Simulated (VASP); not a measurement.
Write the native input for VASP 6.6.1 that does the following.

- Task: single point
- Functional: r2SCAN
- Dispersion: rVV10
- Potentials or basis: VASP PAW PBE potentials, release 64 (P)
- Cutoff: 520 eV
- k mesh: 10 × 8 × 1
- Occupations: gaussian, width 0.02 eV
- Spin: no spin polarisation
- Dipole correction: yes
- Further INCAR settings: ALGO = Normal; EDIFF = 1e-07; NBANDS = 18

P, a sheet with vacuum:

```
P
1.0
     3.34674    0.00000    0.00000
     0.00000    4.37630    0.00000
     0.00000    0.00000   28.06161
P
4
Direct
  0.00000 0.08370 0.36072
  0.00000 0.91630 0.28539
  0.50000 0.58370 0.28539
  0.50000 0.41630 0.36072
```

One way to write it, as run:

POSCAR

```
P
1.0
    3.3467360000      0.0000000000      0.0000000000
    0.0000000000      4.3763000000      0.0000000000
    0.0000000000      0.0000000000     28.0616121588
P
4
Direct
    0.0000000000      0.0836961317      0.3607161666
    0.0000000000      0.9163038683      0.2853909058
    0.5000000000      0.5836961317      0.2853909058
    0.5000000000      0.4163038683      0.3607161666
```

INCAR.step1

```
SYSTEM = P
ALGO     = Normal         ! electronic algorithm
DIPOL    = 0.5 0.5 0.323
EDIFF    = 1E-4           ! SCF threshold, eV
ENCUT    = 520            ! plane-wave cutoff, eV
GGA      = PE             ! functional
IDIPOL   = 3            
ISMEAR   = 0              ! smearing method
LASPH    = .True.         ! aspherical terms in the spheres
LCHARG   = .False.        ! write CHGCAR
LDIPOL   = .True.       
LREAL    = .False.        ! projectors in reciprocal space
LWAVE    = .True.         ! write WAVECAR
NBANDS   = 18             ! bands
NELM     = 80             ! most SCF steps
PREC     = Accurate       ! precision mode
SIGMA    = 0.02           ! smearing width, eV
```

INCAR.step2

```
SYSTEM = P
ALGO     = Normal         ! electronic algorithm
BPARAM   = 11.95        
CPARAM   = 0.0093       
DIPOL    = 0.5 0.5 0.323
EDIFF    = 1E-7           ! SCF threshold, eV
ENCUT    = 520            ! plane-wave cutoff, eV
IDIPOL   = 3            
ISIF     = 2              ! what is computed and relaxed
ISMEAR   = 0              ! smearing method
ISTART   = 1            
IVDW_NL  = 2            
LASPH    = .True.         ! aspherical terms in the spheres
LCHARG   = .True.         ! write CHGCAR
LDIPOL   = .True.       
LELF     = .True.         ! ELF
LMIXTAU  = .True.       
LREAL    = .False.        ! projectors in reciprocal space
LUSE_VDW = .True.       
LVACPOTAV= .True.       
LVHAR    = .True.       
LWAVE    = .False.        ! write WAVECAR
METAGGA  = R2SCAN         ! meta-GGA
NBANDS   = 18             ! bands
NELM     = 80             ! most SCF steps
PREC     = Accurate       ! precision mode
SIGMA    = 0.02           ! smearing width, eV
```

KPOINTS

```
k-points
0
Gamma
  10 8 1
  0 0 0
```

Potentials or basis: VASP PAW PBE potentials, release 64 (P).

Command:

```sh
$ cat potpaw_PBE.64/P/POTCAR > POTCAR
$ cp INCAR.step1 INCAR
$ mpirun -np 1 vasp_std > vasp.out
$ cp INCAR.step2 INCAR
$ mpirun -np 1 vasp_std > vasp.out
```

It gave:

- Largest force: 0.092 eV/Å
- Band gap on the k mesh: 0.91 eV
- Ionisation potential of the upper face: 5.05 eV

Caveat: the PAW data sets were made with another functional, which shifts forces and pressure a little.

It took 59 min on 1 thread of Oxide Virtual Turin-like Processor (shared host), peak memory 1.3 GiB.
